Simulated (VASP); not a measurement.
# MoW14 (a cell with a defect) in VASP: notebook

The runs below take MoW14 (a cell with a defect) through relaxation of the atoms, with PBE.

All numbers are computed with VASP 6.6.1; they aren't measurements. Logs are shortened: lines on timing, memory, paths and dates and some standing lists are left out, and cuts for length are marked.

**1. The cell of the first run**

The cell holds a defect, 15 atoms: a = 6.320 Å, b = 6.320 Å, c = 6.320 Å, α = 90.00°, β = 90.00°, γ = 90.00°.

**2. Relaxation of the atoms, PBE**

INCAR reads:

```
ALGO = Normal
EDIFF = 1E-7
EDIFFG = -0.03
ENCUT = 520
GGA = PE
IBRION = 2
ISIF = 2
ISMEAR = 0
KPAR = 4
LASPH = True
LCHARG = False
LREAL = Auto
LWAVE = False
NELM = 80
NSW = 80
PREC = Accurate
SIGMA = 0.1
```

KPOINTS reads:

```
k-points
0
Gamma
  3 3 3
```

POSCAR reads:

```
MoW14
1.0
    6.3200000000      0.0000000000      0.0000000000
    0.0000000000      6.3200000000      0.0000000000
    0.0000000000      0.0000000000      6.3200000000
W Mo
14 1
Direct
    0.0000000000      0.0000000000      0.0000000000
    0.5000000000      0.0000000000      0.0000000000
    0.0000000000      0.5000000000      0.0000000000
    0.0000000000      0.0000000000      0.5000000000
    0.5000000000      0.5000000000      0.0000000000
    0.5000000000      0.0000000000      0.5000000000
    0.7500000000      0.2500000000      0.2500000000
    0.0000000000      0.5000000000      0.5000000000
    0.2500000000      0.7500000000      0.2500000000
    0.2500000000      0.2500000000      0.7500000000
    0.7500000000      0.7500000000      0.2500000000
    0.7500000000      0.2500000000      0.7500000000
    0.2500000000      0.7500000000      0.7500000000
    0.7500000000      0.7500000000      0.7500000000
    0.5000000000      0.5000000000      0.5000000000
```

Potentials or basis: VASP PAW PBE potentials, release 64 (W_sv, Mo_sv).

Started as:

```console
$ cat potpaw_PBE.64/W_sv/POTCAR potpaw_PBE.64/Mo_sv/POTCAR > POTCAR
$ mpirun -np 4 vasp_std > vasp.out
```

OUTCAR:

```text
EDIFF = 1E-7
   EDIFFG = -0.03
   ENCUT = 520
   GGA = PE
   IBRION = 2
   ISIF = 2
   ISMEAR = 0
   LASPH = True
   LREAL = Auto
   NELM = 80
   NSW = 80
   PREC = Accurate

 ion  position               nearest neighbor table
   1  0.000  0.000  0.000-   7 2.74   9 2.74  10 2.74  11 2.74  12 2.74  13 2.74  14 2.74   3 3.16
                             4 3.16   2 3.16   4 3.16   3 3.16   2 3.16
   2  0.500  0.000  0.000-   7 2.74   9 2.74  10 2.74  11 2.74  12 2.74  13 2.74  14 2.74   5 3.16
                             6 3.16   1 3.16   6 3.16   5 3.16   1 3.16
   3  0.000  0.500  0.000-   7 2.74   9 2.74  10 2.74  11 2.74  12 2.74  13 2.74  14 2.74   5 3.16
                             1 3.16   8 3.16   8 3.16   1 3.16   5 3.16
   4  0.000  0.000  0.500-   7 2.74   9 2.74  10 2.74  11 2.74  12 2.74  13 2.74  14 2.74   6 3.16
                             1 3.16   8 3.16   1 3.16   8 3.16   6 3.16
   5  0.500  0.500  0.000-   7 2.74   9 2.74  10 2.74  11 2.74  12 2.74  13 2.74  14 2.74   3 3.16
                             2 3.16  15 3.16  15 3.16   2 3.16   3 3.16
   6  0.500  0.000  0.500-   7 2.74   9 2.74  10 2.74  11 2.74  12 2.74  13 2.74  14 2.74   4 3.16
                             2 3.16  15 3.16   2 3.16  15 3.16   4 3.16
   7  0.750  0.250  0.250-   1 2.74   2 2.74   3 2.74   4 2.74   5 2.74   6 2.74   8 2.74  15 2.74
                            12 3.16  11 3.16  12 3.16  11 3.16
   8  0.000  0.500  0.500-   7 2.74   9 2.74  10 2.74  11 2.74  12 2.74  13 2.74  14 2.74   4 3.16
                             3 3.16  15 3.16   3 3.16   4 3.16  15 3.16
   9  0.250  0.750  0.250-   1 2.74   2 2.74   3 2.74   4 2.74   5 2.74   6 2.74   8 2.74  15 2.74
                            13 3.16  11 3.16  13 3.16  11 3.16
  10  0.250  0.250  0.750-   1 2.74   2 2.74   3 2.74   4 2.74   5 2.74   6 2.74   8 2.74  15 2.74
                            13 3.16  12 3.16  13 3.16  12 3.16
  11  0.750  0.750  0.250-   1 2.74   2 2.74   3 2.74   4 2.74   5 2.74   6 2.74   8 2.74  15 2.74
                             9 3.16  14 3.16   7 3.16  14 3.16   7 3.16   9 3.16
  12  0.750  0.250  0.750-   1 2.74   2 2.74   3 2.74   4 2.74   5 2.74   6 2.74   8 2.74  15 2.74
                            10 3.16  14 3.16   7 3.16   7 3.16  14 3.16  10 3.16
  13  0.250  0.750  0.750-   1 2.74   2 2.74   3 2.74   4 2.74   5 2.74   6 2.74   8 2.74  15 2.74
                            10 3.16  14 3.16   9 3.16   9 3.16  10 3.16  14 3.16
  14  0.750  0.750  0.750-   1 2.74   2 2.74   3 2.74   4 2.74   5 2.74   6 2.74   8 2.74  15 2.74
                            12 3.16  13 3.16  11 3.16  11 3.16  12 3.16  13 3.16
  15  0.500  0.500  0.500-   7 2.74   9 2.74  10 2.74  11 2.74  12 2.74  13 2.74  14 2.74   6 3.16
                             5 3.16   8 3.16   5 3.16   6 3.16   8 3.16

  LATTYP: Found a simple cubic cell.
 ALAT       =     6.3200000000

  Lattice vectors:

 A1 = (   6.3200000000,   0.0000000000,   0.0000000000)
 A2 = (   0.0000000000,   6.3200000000,   0.0000000000)
 A3 = (   0.0000000000,   0.0000000000,   6.3200000000)

Analysis of symmetry for initial positions (statically):
=====================================================================
 Subroutine PRICEL returns:
 Original cell was already a primitive cell.

 Routine SETGRP: Setting up the symmetry group for a
 simple cubic supercell.

 Subroutine GETGRP returns: Found  6 space group operations
 (whereof  6 operations were pure point group operations)
 out of a pool of 48 trial point group operations.

The static configuration has the point symmetry C_3v.

Analysis of symmetry for dynamics (positions and initial velocities):
=====================================================================
 Subroutine PRICEL returns:
 Original cell was already a primitive cell.

 Routine SETGRP: Setting up the symmetry group for a
 simple cubic supercell.

 Subroutine GETGRP returns: Found  6 space group operations
 (whereof  6 operations were pure point group operations)
 out of a pool of 48 trial point group operations.

The dynamic configuration has the point symmetry C_3v.

 Subroutine INISYM returns: Found  6 space group operations
 (whereof  6 operations are pure point group operations),
 and found     1 'primitive' translations

----------------------------------------------------------------------------------------

                                     Primitive cell

  volume of cell :     252.4360

  direct lattice vectors                    reciprocal lattice vectors
     6.320000000  0.000000000  0.000000000     0.158227848  0.000000000  0.000000000
     0.000000000  6.320000000  0.000000000     0.000000000  0.158227848  0.000000000
     0.000000000  0.000000000  6.320000000     0.000000000  0.000000000  0.158227848

  length of vectors
     6.320000000  6.320000000  6.320000000     0.158227848  0.158227848  0.158227848

  position of ions in fractional coordinates (direct lattice)
     0.000000000  0.000000000  0.000000000
     0.500000000  0.000000000  0.000000000
     0.000000000  0.500000000  0.000000000
     0.000000000  0.000000000  0.500000000
     0.500000000  0.500000000  0.000000000
     0.500000000  0.000000000  0.500000000
     0.750000000  0.250000000  0.250000000
     0.000000000  0.500000000  0.500000000
     0.250000000  0.750000000  0.250000000
     0.250000000  0.250000000  0.750000000
     0.750000000  0.750000000  0.250000000
     0.750000000  0.250000000  0.750000000
     0.250000000  0.750000000  0.750000000
     0.750000000  0.750000000  0.750000000
     0.500000000  0.500000000  0.500000000

  ion indices of the primitive-cell ions
   primitive index   ion index
                 1           1
                 2           2
                 3           3
                 4           4
                 5           5
                 6           6
                 7           7
                 8           8
                 9           9
                10          10
                11          11
                12          12
                13          13
                14          14
                15          15

----------------------------------------------------------------------------------------

 KPOINTS: k-points

Automatic generation of k-mesh.
 Grid dimensions read from file:
 generate k-points for:    3    3    3

 Generating k-lattice:

  Cartesian coordinates                     Fractional coordinates (reciprocal lattice)
     0.052742616  0.000000000  0.000000000     0.333333333  0.000000000  0.000000000
     0.000000000  0.052742616  0.000000000     0.000000000  0.333333333  0.000000000
     0.000000000  0.000000000  0.052742616     0.000000000  0.000000000  0.333333333

  Length of vectors
     0.052742616  0.052742616  0.052742616

  Shift w.r.t. Gamma in fractional coordinates (k-lattice)
     0.000000000  0.000000000  0.000000000

 Subroutine IBZKPT returns following result:
 ===========================================

 Found      6 irreducible k-points:

 Following reciprocal coordinates:
            Coordinates               Weight
  0.000000  0.000000  0.000000      1.000000
  0.333333  0.000000  0.000000      6.000000
  0.333333  0.333333  0.000000      6.000000
 -0.333333  0.333333  0.000000      6.000000
  0.333333  0.333333  0.333333      2.000000
 -0.333333  0.333333  0.333333      6.000000
   k-points           NKPTS =      6   k-points in BZ     NKDIM =      6   number of bands    NBANDS=    126
   number of dos      NEDOS =    301   number of ions     NIONS =     15
   total plane-waves  NPLWV = 110592
   dimension x,y,z NGX =    48 NGY =   48 NGZ =   48
   dimension x,y,z NGXF=    96 NGYF=   96 NGZF=   96
   ions per type =              14   1
   NGX,Y,Z   is equivalent  to a cutoff of  12.63, 12.63, 12.63 a.u.
   NGXF,Y,Z  is equivalent  to a cutoff of  25.25, 25.25, 25.25 a.u.
 SYSTEM =  unknown system
   PREC   = accura    normal or accurate (medium, high low for compatibility)
   ISTART =      0    job   : 0-new  1-cont  2-samecut
   ICHARG =      2    charge: 1-file 2-atom 10-const
   ISPIN  =      1    spin polarized calculation?
   LNONCOLLINEAR =      F non collinear calculations
   LSORBIT =      F    spin-orbit coupling
   LASPH  =      T    aspherical Exc in radial PAW
   ENCUT  =  520.0 eV  38.22 Ry    6.18 a.u.  11.75 11.75 11.75*2*pi/ulx,y,z
   NELM   =     80;   NELMIN=  2; NELMDL= -5     # of ELM steps
   EDIFF  = 0.1E-06   stopping-criterion for ELM
   LREAL  =      T    real-space projection
   EDIFFG = -.3E-01   stopping-criterion for IOM
   NSW    =     80    number of steps for IOM
   IBRION =      2    ionic relax: 0-MD 1-quasi-New 2-CG
   NFREE  =      1    steps in history (QN), initial steepest desc. (CG)
   ISIF   =      2    stress and relaxation
   ISYM   =      2    0-nonsym 1-usesym 2-fastsym
   POTIM  = 0.5000    time-step for ionic-motion
   TEBEG  =    0.0;   TEEND  =   0.0 temperature during run
   PSTRESS=    0.0 pullay stress
   NELECT =     210.0000    total number of electrons
   NUPDOWN=      -1.0000    fix difference up-down
   EMIN   =  10.00;   EMAX   =-10.00  energy-range for DOS
   EFERMI =   0.00;   METHOD = LEGACY
   ISMEAR =     0;   SIGMA  =   0.10  broadening in eV -4-tet -1-fermi 0-gaus
   EFERMI_NEDOS =   21; number of points for ismear=-14 and -15
   IALGO  =     38    algorithm
   IMIX   =      4    mixing-type and parameters
     AMIX     =   0.40;   BMIX     =  1.00
     AMIX_MAG =   1.60;   BMIX_MAG =  1.00
  volume/ion in A,a.u.               =      16.83       113.57
  Fermi-wavevector in a.u.,A,eV,Ry     =   1.539681  2.909576 32.254225  2.370619
  Thomas-Fermi vector in A             =   2.645875
   LORBIT       =      0    0 simple, 1 ext, 2 COOP (PROOUT), +10 PAW based schemes
   GGA     = PE    functional components
   LHFCALC =     F    Hartree Fock is set to
   AEXX    =    0.0000 exact exchange contribution
   IVDW    =     0    specifies the selected vdW correction
   LEPSILON=     F    determine dielectric tensor
   LRPA    =     F    only Hartree local field effects (RPA)
 conjugate gradient relaxation of ions
 non-spin polarized calculation
 Gauss-broadening in eV      SIGMA  =   0.10
  energy-cutoff  :      520.00
  volume of cell :      252.44
 maximum number of plane-waves:      6859
   NGX = 23   NGY = 23   NGZ = 23

--------------------------------------- Ionic step        1  -------------------------------------------

 number of electron     210.0000011 magnetization

 Free energy of the ion-electron system (eV)
  ---------------------------------------------------
  ext. energy  EPLUGINS =         0.00000000
  ---------------------------------------------------
  free energy    TOTEN  =      -188.83134873 eV

  energy without entropy =     -188.74976377  energy(sigma->0) =     -188.79055625

------------------------ aborting loop because EDIFF is reached ----------------------------------------

  FORCE on cell =-STRESS in cart. coord.  units (eV):
  Direction    XX          YY          ZZ          XY          YZ          ZX
  --------------------------------------------------------------------------------------
  -------------------------------------------------------------------------------------
  Total        0.5790686      0.5790686      0.5790686      0.0587593      0.0587593      0.0587593
  in kB        3.6752709      3.6752709      3.6752709      0.3729377      0.3729377      0.3729377
  external PRESSURE =       3.6752709 kB  Pullay stress =       0.0000000 kB
[... 132 lines left out ...]
  energy  without entropy=     -188.8199892287  energy(sigma->0) =     -188.85628111

--------------------------------------- Ionic step        4  -------------------------------------------

 number of electron     210.0000004 magnetization

 Free energy of the ion-electron system (eV)
  ---------------------------------------------------
  ext. energy  EPLUGINS =         0.00000000
  ---------------------------------------------------
  free energy    TOTEN  =      -188.89277044 eV

  energy without entropy =     -188.82032663  energy(sigma->0) =     -188.85654854

 E-fermi :  10.2930     XC(G=0): -13.1989

 val. band max:       10.2424979690   @ k =   0.0000   0.0000   0.0000
 cond. band min:      10.3047919668   @ k =   0.3333   0.0000   0.0000
 fundamental gap:      0.0622939978
 Fermi energy:        10.2929547357

 k-point     1 :       0.0000    0.0000    0.0000
  band No.  band energies     occupation
      1     -63.5835      2.00000
      2     -63.5214      2.00000
      3     -63.5214      2.00000
      4     -63.5072      2.00000
      5     -63.4919      2.00000
      6     -63.4834      2.00000
[... 709 lines left out ...]
    116      12.6058      0.00000
    117      12.6926      0.00000
 [bands above 117 left out]

------------------------ aborting loop because EDIFF is reached ----------------------------------------

  FORCE on cell =-STRESS in cart. coord.  units (eV):
  Direction    XX          YY          ZZ          XY          YZ          ZX
  --------------------------------------------------------------------------------------
  -------------------------------------------------------------------------------------
  Total       -0.6428137     -0.6428137     -0.6428137      0.0890032      0.0890032      0.0890032
  in kB       -4.0798527     -4.0798527     -4.0798527      0.5648914      0.5648914      0.5648914
  external PRESSURE =      -4.0798527 kB  Pullay stress =       0.0000000 kB
[... 30 lines left out ...]
  FREE ENERGIE OF THE ION-ELECTRON SYSTEM (eV)
  ---------------------------------------------------
  free  energy   TOTEN  =      -188.8927704443 eV

  energy  without entropy=     -188.8203266282  energy(sigma->0) =     -188.85654854

 reached required accuracy - stopping structural energy minimisation
```

Run time: 3.7 min. Hardware: 4 MPI ranks of Intel Xeon 6975P-C (Granite Rapids), shared host; peak memory 0.41 GiB.

Results:

* Free energy: -188.8928 eV
* Energy gained by relaxing: 4.1 meV/atom
* Ionic steps: 4
* Pressure after relaxing: -0.4 GPa
* Largest force after relaxing: 0.016 eV/Å

Forces in eV/Å, atoms in the order of the input:
```
W   -0.006 -0.006 -0.006
W   -0.008  0.006  0.006
W    0.006 -0.008  0.006
W    0.006  0.006 -0.008
W    0.008  0.008 -0.011
W    0.008 -0.011  0.008
W   -0.002  0.005  0.005
W   -0.011  0.008  0.008
W    0.005 -0.002  0.005
W    0.005  0.005 -0.002
W    0.000  0.000  0.005
W    0.000  0.005  0.000
W    0.005  0.000  0.000
W   -0.008 -0.008 -0.008
Mo  -0.008 -0.008 -0.008
```

The path:
```tsv
step	energy change (eV)	largest force (eV/Å)	pressure (GPa)
1	0.0000	0.5929	0.37
2	-0.0612	0.0379	-0.41
3	-0.0612	0.0386	-0.41
4	-0.0614	0.0156	-0.41
```

Final structure:
```
CELL_PARAMETERS angstrom
6.32000 0.00000 0.00000
0.00000 6.32000 0.00000
0.00000 0.00000 6.32000
ATOMIC_POSITIONS crystal
W 0.00237 0.00237 0.00237
W 0.49744 0.00272 0.00272
W 0.00272 0.49744 0.00272
W 0.00272 0.00272 0.49744
W 0.49765 0.49765 0.00231
W 0.49765 0.00231 0.49765
W 0.74988 0.25029 0.25029
W 0.00231 0.49765 0.49765
W 0.25029 0.74988 0.25029
W 0.25029 0.25029 0.74988
W 0.74978 0.74978 0.24997
W 0.74978 0.24997 0.74978
W 0.24997 0.74978 0.74978
W 0.74961 0.74961 0.74961
Mo 0.49754 0.49754 0.49754
```

Caveat: spin-orbit coupling is left out, which moves the levels of the heavy elements.

**3. Relaxation of the atoms, PBE**

INCAR reads:

```
PREC     = Accurate       # precision mode
ENCUT    = 520            # plane-wave cutoff, eV
EDIFF    = 1E-6           # SCF threshold, eV
ISMEAR   = 0              # smearing method
SIGMA    = 0.1            # smearing width, eV
LREAL    = Auto         
LASPH    = True           # aspherical terms in the spheres
NELM     = 80             # most SCF steps
ALGO     = Normal         # electronic algorithm
ISIF     = 2              # what is computed and relaxed
LWAVE    = False          # write WAVECAR
LCHARG   = False          # write CHGCAR
GGA      = PE             # functional
IBRION   = 2              # ionic algorithm
NSW      = 80             # ionic steps
EDIFFG   = -0.03          # ionic threshold
KPAR     = 4
```

KPOINTS reads:

```
regular mesh
0
Gamma
  3 3 3
```

POSCAR reads:

```
MoW14
1.0
    6.3200000000      0.0000000000      0.0000000000
    0.0000000000      6.3200000000      0.0000000000
    0.0000000000      0.0000000000      6.3200000000
W Mo
14 1
Direct
   -0.0014179000     -0.0042604000      0.0009848000
    0.5046291000     -0.0063757000      0.0020070000
   -0.0012616000      0.4979899000      0.0059447000
    0.0093256000     -0.0050874000      0.4981279000
    0.5054658000      0.5046525000     -0.0006960000
    0.5003463000      0.0039058000      0.4894093000
    0.7525160000      0.2468281000      0.2510270000
   -0.0086894000      0.5018671000      0.5011963000
    0.2429411000      0.7553488000      0.2499622000
    0.2465923000      0.2451113000      0.7508731000
    0.7503652000      0.7502573000      0.2484862000
    0.7469622000      0.2491821000      0.7455283000
    0.2449489000      0.7534262000      0.7403218000
    0.7445850000      0.7502434000      0.7576423000
    0.2492217000      0.2487019000      0.2505241000
```

Potentials or basis: VASP PAW PBE potentials, release 64 (W_sv, Mo_sv).

Started as:

```console
$ cat potpaw_PBE.64/W_sv/POTCAR potpaw_PBE.64/Mo_sv/POTCAR > POTCAR
$ mpirun -np 4 vasp_std > vasp.out
```

Run time: 13 min. Hardware: 4 MPI ranks of Intel Xeon 6975P-C (Granite Rapids), shared host; peak memory 0.52 GiB.

It converged, with:

```
Free energy                  : -188.8928 eV
Energy gained by relaxing    : 28.3 meV/atom
Ionic steps                  : 8
Pressure after relaxing      : -0.4 GPa
Largest force after relaxing : 0.018 eV/Å
```

Forces in eV/Å, atoms in the order of the input:
```
W   -0.005  0.000  0.004
W    0.007 -0.003  0.004
W    0.006  0.000  0.000
W    0.003 -0.001  0.000
W   -0.001  0.003  0.000
W    0.006 -0.002 -0.002
W   -0.011  0.009  0.009
W   -0.001 -0.003  0.003
W    0.006 -0.010  0.006
W    0.010  0.009 -0.004
W    0.002  0.003 -0.005
W    0.001 -0.001 -0.005
W   -0.005  0.008  0.003
W   -0.009 -0.005 -0.002
Mo  -0.012 -0.007 -0.011
```

Stress tensor (GPa, compression positive):
```
-0.39  0.05  0.05
 0.05 -0.39  0.05
 0.05  0.05 -0.39
```

The path:
| step | energy change (eV) | largest force (eV/Å) | pressure (GPa) |
| --- | --- | --- | --- |
| 1 | 0.0000 | 1.5905 | 1.40 |
| 2 | -0.3916 | 0.4845 | -0.36 |
| 3 | -0.3964 | 0.4398 | -0.27 |
| 4 | -0.4216 | 0.1489 | -0.43 |
| 5 | -0.4221 | 0.1157 | -0.45 |
| 6 | -0.4246 | 0.0429 | -0.41 |
| 7 | -0.4247 | 0.0359 | -0.39 |
| 8 | -0.4250 | 0.0176 | -0.39 |

Final structure:
```
W Mo
1.0
     6.32000    0.00000    0.00000
     0.00000    6.32000    0.00000
     0.00000    0.00000    6.32000
W Mo
14 1
Direct
  0.99959 0.99987 0.99982
  0.49905 0.99967 0.99958
  0.99924 0.49946 0.99962
  0.99924 0.99966 0.49941
  0.49874 0.49907 0.99958
  0.49869 0.99965 0.49908
  0.74747 0.25121 0.25119
  0.99927 0.49911 0.49904
  0.25089 0.74782 0.25121
  0.25085 0.25124 0.74770
  0.74589 0.74626 0.25249
  0.74594 0.25246 0.74632
  0.25217 0.74618 0.74622
  0.74720 0.74752 0.74745
  0.25231 0.25262 0.25262
```

Levels at points of the mesh, in eV from the Fermi level:
```
           k point  band 102  band 103  band 104  band 105  band 106  band 107  band 108  band 109
(0.00, 0.00, 0.00)     -0.12     -0.11     -0.05     -0.05      1.06      1.06      1.08      1.14
```

Caveat: spin-orbit coupling is left out, which moves the levels of the heavy elements.
